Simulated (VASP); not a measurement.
# CoO (R3m) in VASP: a series of runs

The runs below take CoO through single point, with PBEsol, PBE, LDA.

Everything below comes from runs of VASP 6.6.1. Logs are shortened: lines on timing, memory, paths and dates and some standing lists are left out, and cuts for length are marked.

### Step 1. The cell of the first run

Symmetry: R3m, No. 160, trigonal system. Conventional cell: a = 3.204 Å, b = 3.204 Å, c = 7.699 Å, α = 90.00°, β = 90.00°, γ = 120.00°. Co (site symmetry 3m) has 4 O at 1.91 to 1.96 Å within 2.5 Å. Within 2.5 Å of O (site symmetry 3m) lie 4 Co at 1.91 to 1.96 Å.

### Step 2. Single point, PBEsol, collinear spin, ferromagnetic start

INCAR reads:

```
SYSTEM = CoO
PREC = Accurate ; ENCUT = 520
EDIFF = 1E-6 ; ISMEAR = -1
SIGMA = 0.05 ; LREAL = .False.
LASPH = .True. ; NELM = 150
ALGO = Normal ; ISIF = 2
LWAVE = .False. ; LCHARG = .False.
ISPIN = 2 ; MAGMOM = 3.5 0
LORBIT = 11 ; LMAXMIX = 4
GGA = PS ; NBANDS = 18
```

KPOINTS reads:

```
Automatic mesh
0
Gamma
  10 10 10
  0 0 0
```

POSCAR reads:

```
CoO
1.0
    1.6022198417      0.9250420569      2.5664708903
   -1.6022198417      0.9250420569      2.5664708903
    0.0000000000     -1.8500841138      2.5664708903
Co O
1 1
Direct
    0.9989783200      0.9989783200      0.9989783200
    0.7510210300      0.7510210300      0.7510210300
```

Potentials or basis: VASP PAW PBE potentials, release 64 (Co, O).

On the command line:

```console
cat potpaw_PBE.64/Co/POTCAR potpaw_PBE.64/O/POTCAR > POTCAR
mpirun -np 1 vasp_std > vasp.out
```

OUTCAR:

```text
SYSTEM = CoO
   PREC = Accurate
   ENCUT = 520
   EDIFF = 1E-6
   ISMEAR = -1
   LREAL = .False.
   LASPH = .True.
   NELM = 150
   ISIF = 2
   ISPIN = 2
   LORBIT = 11
   GGA = PS

 ion  position               nearest neighbor table
   1  0.999  0.999  0.999-   2 1.91   2 1.96   2 1.96   2 1.96
   2  0.751  0.751  0.751-   1 1.91   1 1.96   1 1.96   1 1.96

  LATTYP: Found a trigonal (rhomboedric) cell.
 ALAT       =     3.1637926700
 COS(alpha) =     0.4870699110

  Lattice vectors:

 A1 = (   1.6022198417,   0.9250420569,   2.5664708903)
 A2 = (  -1.6022198417,   0.9250420569,   2.5664708903)
 A3 = (   0.0000000000,  -1.8500841138,   2.5664708903)

Analysis of symmetry for initial positions (statically):
=====================================================================
 Subroutine PRICEL returns:
 Original cell was already a primitive cell.

 Routine SETGRP: Setting up the symmetry group for a
 trigonal (rhombohedral) supercell.

 Subroutine GETGRP returns: Found  6 space group operations
 (whereof  6 operations were pure point group operations)
 out of a pool of 12 trial point group operations.

The static configuration has the point symmetry C_3v.

Analysis of symmetry for dynamics (positions and initial velocities):
=====================================================================
 Subroutine PRICEL returns:
 Original cell was already a primitive cell.

 Routine SETGRP: Setting up the symmetry group for a
 trigonal (rhombohedral) supercell.

 Subroutine GETGRP returns: Found  6 space group operations
 (whereof  6 operations were pure point group operations)
 out of a pool of 12 trial point group operations.

The dynamic configuration has the point symmetry C_3v.

Analysis of structural, dynamic, and magnetic symmetry:
=====================================================================
 Subroutine PRICEL returns:
 Original cell was already a primitive cell.

 Routine SETGRP: Setting up the symmetry group for a
 trigonal (rhombohedral) supercell.

 Subroutine GETGRP returns: Found  6 space group operations
 (whereof  6 operations were pure point group operations)
 out of a pool of 12 trial point group operations.

The overall configuration has the point symmetry C_3v.

 Subroutine INISYM returns: Found  6 space group operations
 (whereof  6 operations are pure point group operations),
 and found     1 'primitive' translations

----------------------------------------------------------------------------------------

                                     Primitive cell

  volume of cell :      22.8229

  direct lattice vectors                    reciprocal lattice vectors
     1.602219842  0.925042057  2.566470890     0.312067038  0.180171988  0.129880037
    -1.602219842  0.925042057  2.566470890    -0.312067038  0.180171988  0.129880037
     0.000000000 -1.850084114  2.566470890     0.000000000 -0.360343977  0.129880037

  length of vectors
     3.163792670  3.163792670  3.163792670     0.383036037  0.383036037  0.383036037

  position of ions in fractional coordinates (direct lattice)
     0.998978320  0.998978320  0.998978320
     0.751021030  0.751021030  0.751021030

  ion indices of the primitive-cell ions
   primitive index   ion index
                 1           1
                 2           2

----------------------------------------------------------------------------------------

 KPOINTS: Automatic mesh

Automatic generation of k-mesh.
 Grid dimensions read from file:
 generate k-points for:   10   10   10

 Generating k-lattice:

  Cartesian coordinates                     Fractional coordinates (reciprocal lattice)
     0.031206704  0.018017199  0.012988004     0.100000000  0.000000000  0.000000000
    -0.031206704  0.018017199  0.012988004     0.000000000  0.100000000  0.000000000
     0.000000000 -0.036034398  0.012988004     0.000000000  0.000000000  0.100000000

  Length of vectors
     0.038303604  0.038303604  0.038303604

  Shift w.r.t. Gamma in fractional coordinates (k-lattice)
     0.000000000  0.000000000  0.000000000

 Subroutine IBZKPT returns following result:
 ===========================================

 Found    116 irreducible k-points:

 Following reciprocal coordinates:
            Coordinates               Weight
  0.000000  0.000000  0.000000      1.000000
  0.100000  0.000000 -0.000000      6.000000
  0.200000  0.000000 -0.000000      6.000000
  0.300000  0.000000  0.000000      6.000000
  0.400000 -0.000000 -0.000000      6.000000
  0.500000  0.000000 -0.000000      3.000000
[... 16 lines left out ...]
  0.300000  0.300000  0.000000      6.000000
  0.400000  0.300000  0.000000     12.000000
 [... further k-points ...]
   k-points           NKPTS =    116   k-points in BZ     NKDIM =    116   number of bands    NBANDS=     18
   number of dos      NEDOS =    301   number of ions     NIONS =      2
   total plane-waves  NPLWV =  13824
   dimension x,y,z NGX =    24 NGY =   24 NGZ =   24
   dimension x,y,z NGXF=    48 NGYF=   48 NGZF=   48
   ions per type =               1   1
   NGX,Y,Z   is equivalent  to a cutoff of  12.61, 12.61, 12.61 a.u.
   NGXF,Y,Z  is equivalent  to a cutoff of  25.22, 25.22, 25.22 a.u.
 SYSTEM =  CoO
   PREC   = accura    normal or accurate (medium, high low for compatibility)
   ISTART =      0    job   : 0-new  1-cont  2-samecut
   ICHARG =      2    charge: 1-file 2-atom 10-const
   ISPIN  =      2    spin polarized calculation?
   LNONCOLLINEAR =      F non collinear calculations
   LSORBIT =      F    spin-orbit coupling
   LASPH  =      T    aspherical Exc in radial PAW
   ENCUT  =  520.0 eV  38.22 Ry    6.18 a.u.   5.88  5.88  5.88*2*pi/ulx,y,z
   NELM   =    150;   NELMIN=  2; NELMDL= -5     # of ELM steps
   EDIFF  = 0.1E-05   stopping-criterion for ELM
   LREAL  =      F    real-space projection
[... 7 lines left out ...]
   TEBEG  =    0.0;   TEEND  =   0.0 temperature during run
   PSTRESS=    0.0 pullay stress
   NELECT =      15.0000    total number of electrons
   NUPDOWN=      -1.0000    fix difference up-down
   EMIN   =  10.00;   EMAX   =-10.00  energy-range for DOS
   EFERMI =   0.00;   METHOD = LEGACY
   ISMEAR =    -1;   SIGMA  =   0.05  broadening in eV -4-tet -1-fermi 0-gaus
   EFERMI_NEDOS =   21; number of points for ismear=-14 and -15
   IALGO  =     38    algorithm
   IMIX   =      4    mixing-type and parameters
     AMIX     =   0.40;   BMIX     =  1.00
     AMIX_MAG =   1.60;   BMIX_MAG =  1.00
  volume/ion in A,a.u.               =      11.41        77.01
  Fermi-wavevector in a.u.,A,eV,Ry     =   1.423360  2.689761 27.564786  2.025955
  Thomas-Fermi vector in A             =   2.543966
   LORBIT       =     11    0 simple, 1 ext, 2 COOP (PROOUT), +10 PAW based schemes
   GGA     = PS    functional components
   LHFCALC =     F    Hartree Fock is set to
   AEXX    =    0.0000 exact exchange contribution
   IVDW    =     0    specifies the selected vdW correction
   LEPSILON=     F    determine dielectric tensor
   LRPA    =     F    only Hartree local field effects (RPA)
 spin polarized calculation
  energy-cutoff  :      520.00
  volume of cell :       22.82
 maximum number of plane-waves:       628
   NGX = 11   NGY = 11   NGZ = 11

 number of electron      15.0000010 magnetization       2.7609384

 Free energy of the ion-electron system (eV)
  ---------------------------------------------------
  ext. energy  EPLUGINS =         0.00000000
  ---------------------------------------------------
  free energy    TOTEN  =       -14.22561259 eV

  energy without entropy =      -14.20564427  energy(sigma->0) =      -14.21562843

 E-fermi :   5.8685     XC(G=0): -11.4951

 val. band max:        5.8671335040   @ k =  -0.3000   0.5000   0.3000
 cond. band min:       5.8704492323   @ k =   0.5000   0.5000   0.3000
 fundamental gap:      0.0033157283
 Fermi energy:         5.8685281850

 spin component 1

 k-point     1 :       0.0000    0.0000    0.0000
  band No.  band energies     occupation
      1     -14.1259      1.00000
      2      -0.3649      1.00000
      3      -0.3105      1.00000
      4      -0.3105      1.00000
      5       3.5706      1.00000
      6       3.5706      1.00000
[... 10 lines left out ...]
     17      26.3090      0.00000
     18      28.5191      0.00000

 k-point     2 :       0.1000    0.0000   -0.0000
  band No.  band energies     occupation
      1     -14.0676      1.00000
      2      -0.4674      1.00000
      3      -0.3167      1.00000
      4      -0.2750      1.00000
      5       3.5489      1.00000
      6       3.5513      1.00000
[... 10 lines left out ...]
     17      28.1169      0.00000
     18      29.5867      0.00000
[... 442 lines left out ...]
 k-point    24 :       0.4000    0.3000    0.0000
  band No.  band energies     occupation
      1     -13.4566      1.00000
      2      -1.2422      1.00000
      3       0.2597      1.00000
      4       0.2758      1.00000
      5       2.8957      1.00000
      6       3.7961      1.00000
[... 10 lines left out ...]
     17      32.4161      0.00000
     18      34.3439      0.00000

 [... further k-points ...]

 spin component 2

 k-point     1 :       0.0000    0.0000    0.0000
  band No.  band energies     occupation
      1     -13.5793      1.00000
      2       0.8034      1.00000
      3       0.8835      1.00000
      4       0.8835      1.00000
      5       5.4181      0.99988
      6       5.4181      0.99988
[... 10 lines left out ...]
     17      26.7671      0.00000
     18      28.9895      0.00000

 k-point     2 :       0.1000    0.0000   -0.0000
  band No.  band energies     occupation
      1     -13.5182      1.00000
      2       0.6338      1.00000
      3       0.8455      1.00000
      4       0.9085      1.00000
      5       5.4023      0.99991
      6       5.4032      0.99991
[... 10 lines left out ...]
     17      28.4954      0.00000
     18      30.0915      0.00000
[... 442 lines left out ...]
 k-point    24 :       0.4000    0.3000    0.0000
  band No.  band energies     occupation
      1     -12.8733      1.00000
      2      -0.5457      1.00000
      3       1.1598      1.00000
      4       1.1977      1.00000
      5       4.9120      1.00000
      6       5.7164      0.95450
[... 10 lines left out ...]
     17      32.8680      0.00000
     18      34.8429      0.00000

 [... further k-points ...]

------------------------ aborting loop because EDIFF is reached ----------------------------------------

  FORCE on cell =-STRESS in cart. coord.  units (eV):
  Direction    XX          YY          ZZ          XY          YZ          ZX
  --------------------------------------------------------------------------------------
  -------------------------------------------------------------------------------------
  Total       -1.4103648     -1.4103648     -0.7125829      0.0000000      0.0000000      0.0000000
  in kB      -99.0081315    -99.0081315    -50.0235813      0.0000000      0.0000000      0.0000000
  external PRESSURE =     -82.6799481 kB  Pullay stress =       0.0000000 kB

 VOLUME and BASIS-vectors are now :
 -----------------------------------------------------------------------------
  energy-cutoff  :      520.00
  volume of cell :       22.82
      direct lattice vectors                 reciprocal lattice vectors
     1.602219842  0.925042057  2.566470890     0.312067038  0.180171988  0.129880037
    -1.602219842  0.925042057  2.566470890    -0.312067038  0.180171988  0.129880037
     0.000000000 -1.850084114  2.566470890     0.000000000 -0.360343977  0.129880037

 POSITION                                       TOTAL-FORCE (eV/Angst)
 -----------------------------------------------------------------------------------
      0.00000      0.00000      7.69155         0.000000      0.000000      0.217023
      0.00000      0.00000      5.78242         0.000000      0.000000     -0.217023
 -----------------------------------------------------------------------------------
    total drift:                               -0.000000      0.000000      0.000051

  FREE ENERGIE OF THE ION-ELECTRON SYSTEM (eV)
  ---------------------------------------------------
  free  energy   TOTEN  =       -14.2256125902 eV

  energy  without entropy=      -14.2056442668  energy(sigma->0) =      -14.21562843

 total charge

# of ion       s       p       d       tot
------------------------------------------
    1        0.349   0.455   7.203   8.007
    2        1.547   3.415   0.000   4.963
--------------------------------------------------
tot          1.896   3.871   7.203  12.970

 magnetization (x)

# of ion       s       p       d       tot
------------------------------------------
    1        0.018   0.050   2.307   2.374
    2        0.021   0.284   0.000   0.305
--------------------------------------------------
tot          0.039   0.334   2.307   2.679
```

It took 90 s on 1 thread of Intel Xeon 8259CL, shared host; peak memory 0.2 GiB.

What came out:

* Free energy: -14.2256 eV
* Pressure: -8.3 GPa
* Largest force: 0.217 eV/Å
* Net moment: 2.76 μB per cell
* Site moments: Co +2.37; O +0.30 μB
* Valence electrons inside the program's atomic spheres: Co 8.01; O 4.96

Forces in eV/Å, atoms in the order of the input:
```
Co   0.000  0.000  0.217
O    0.000  0.000 -0.217
```

Levels at points of the mesh, in eV from the Fermi level:
Spin up:
```tsv
k point	band 5	band 6	band 7	band 8	band 9	band 10	band 11	band 12	band 13	band 14
(0.00, 0.00, 0.00)	-2.30	-2.30	0.08	0.27	0.27	0.43	13.89	13.89	14.47	19.99
(0.50, 0.00, 0.00)	-2.47	-2.22	-2.22	-0.52	-0.47	5.62	6.87	13.44	13.79	17.37
(0.50, 0.50, 0.00)	-3.16	-1.99	-1.82	-1.67	-1.60	5.13	9.86	10.95	14.04	14.35
(0.50, 0.50, 0.50)	-2.54	-2.24	-2.24	-0.64	-0.64	5.58	7.18	13.34	13.34	17.10
```
Spin down:
| k point | band 2 | band 3 | band 4 | band 5 | band 6 | band 7 | band 8 | band 9 | band 10 | band 11 |
| --- | --- | --- | --- | --- | --- | --- | --- | --- | --- | --- |
| (0.00, 0.00, 0.00) | -5.07 | -4.99 | -4.99 | -0.45 | -0.45 | 0.56 | 2.50 | 2.50 | 2.59 | 14.36 |
| (0.50, 0.00, 0.00) | -6.55 | -4.81 | -4.78 | -0.25 | -0.24 | 0.14 | 1.65 | 1.68 | 6.08 | 7.59 |
| (0.50, 0.50, 0.00) | -6.59 | -4.53 | -4.49 | -0.94 | -0.07 | 0.08 | 0.78 | 0.86 | 6.08 | 10.53 |
| (0.50, 0.50, 0.50) | -6.52 | -4.73 | -4.73 | -0.22 | -0.22 | -0.01 | 1.52 | 1.52 | 6.03 | 7.93 |

Caveat: the cell stands under tension; the PAW data sets were made with another functional, which shifts forces and pressure a little; a cell with one magnetic atom can't hold antiferromagnetic order, which such compounds often take; semilocal functionals often make such compounds metallic where correlation or magnetic order opens a gap, which also shifts bond lengths.

(Continued in part 2 of 2.)
